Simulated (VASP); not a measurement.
Input of a VASP 6.6.1 run:

INCAR

```
PREC     = Accurate       # precision mode
ENCUT    = 520            # plane-wave cutoff, eV
EDIFF    = 1E-6           # SCF threshold, eV
ISMEAR   = 0              # smearing method
SIGMA    = 0.05           # smearing width, eV
LREAL    = F              # projectors in reciprocal space
LASPH    = T              # aspherical terms in the spheres
NELM     = 80             # most SCF steps
ALGO     = Normal         # electronic algorithm
ISIF     = 2              # what is computed and relaxed
LWAVE    = F              # write WAVECAR
LCHARG   = T              # write CHGCAR
GGA      = CA             # functional
LELF     = T              # ELF
LVHAR    = T            
NBANDS   = 21             # bands
```

File KPOINTS:

```
Automatic mesh
0
Gamma
  12 12 3
```

Contents of POSCAR:

```
C
1.0
   -1.2225127310     -2.1174541629      0.0000000000
    1.2225127310     -2.1174541629      0.0000000000
    0.0000000000      0.0000000000     10.6679937839
C
6
Direct
    1.0000000000      1.0000000000      0.7746425968
    0.3333333333      0.3333333333      0.1548450988
    0.6666666667      0.6666666667      0.4647438478
    1.0000000000      1.0000000000      0.4649214093
    0.3333333333      0.3333333333      0.7748201583
    0.6666666667      0.6666666667      0.1550226603
```

Potentials or basis: VASP PAW LDA potentials, release 64 (C).

The run is started by

```bash
$ cat potpaw_LDA.64/C/POTCAR > POTCAR
$ mpirun -np 1 vasp_std > vasp.out
```

Q: Estimate the pressure.

A: 0.6 GPa.

Q: Estimate the largest force.

A: 0.033 eV/Å.

Forces in eV/Å, atoms in the order of the input:
```
C    0.000  0.000  0.033
C    0.000  0.000 -0.006
C    0.000  0.000  0.000
C    0.000  0.000  0.000
C    0.000  0.000  0.006
C    0.000  0.000 -0.033
```

Caveat: the cell differs from its parent crystal (the distance across one plane changed).
